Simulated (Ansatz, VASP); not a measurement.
# Two plane-wave programs on ZrF

File INCAR:

```
ALGO = Normal
EDIFF = 1E-6
ENCUT = 520
GGA = PE
ISIF = 2
ISMEAR = 0
LASPH = True
LCHARG = False
LREAL = False
LWAVE = False
NBANDS = 27
NELM = 80
PREC = Accurate
SIGMA = 0.1
```

File KPOINTS:

```
k-points
0
Gamma
  6 6 4
```

The input POSCAR:

```
ZrF
1.0
    3.6009625400      0.0000000000      0.0000000000
    0.0000000000      3.6009625400      0.0000000000
    0.0000000000      0.0000000000      4.3212824100
Zr F
2 2
Direct
    0.0000000000      0.5000000000      0.1849428200
    0.5000000000      0.0000000000      0.8150571800
    0.0000000000      0.0000000000      0.5000000000
    0.5000000000      0.5000000000      0.5000000000
```

Input for Ansatz:

```yaml
crystal:
  lattice:
    - [3.60096254, 0.0, 0.0]
    - [0.0, 3.60096254, 0.0]
    - [0.0, 0.0, 4.32128241]
  atoms:
    - { symbol: Zr, position: [0.0, 0.5, 0.18494282] }
    - { symbol: Zr, position: [0.5, 0.0, 0.81505718] }
    - { symbol: F, position: [0.0, 0.0, 0.5] }
    - { symbol: F, position: [0.5, 0.5, 0.5] }
basis:
  ecutwfc: 420
kpoints:
  mp_grid: { grid: [6, 6, 4] }
hamiltonian:
  xc: pbe
scf:
  occupations: { method: gaussian, width: 0.1 }
  lower_state_search: "off"
output:
  forces: true
  stress: true
  eigenvalues: true
```

Alike in both runs: task single point; functional PBE; k mesh 6 × 6 × 4; occupations gaussian, width 0.1 eV; no spin polarisation.

```csv
,VASP,Ansatz
version,VASP 6.6.1,Ansatz 0.2.0
potentials or method,"VASP PAW PBE potentials, release 64 (Zr_sv, F), cutoff 520 eV","scalar-relativistic, plane waves, PAW"
valence electrons in the cell,38,38
```

VASP gave:

* gap on the k mesh at the Fermi level (eV): none
* pressure (GPa): 22.9
* traceless stress, the component that is largest in VASP (GPa): 28.30
* rms of the force components (eV/Å): 0.656

**Question.** Estimate Ansatz's values.

**Answer.** gap on the k mesh at the Fermi level (eV): none; pressure (GPa): 22.8; traceless stress, the component that is largest in VASP (GPa): 28.30; rms of the force components (eV/Å): 0.672.

Atom by atom the forces differ by 0.016 eV/Å (rms over components). A gap of «none» marks a metal or a gap that the smearing closes.

The k mesh is coarse, so the values compare programs but aren't converged.
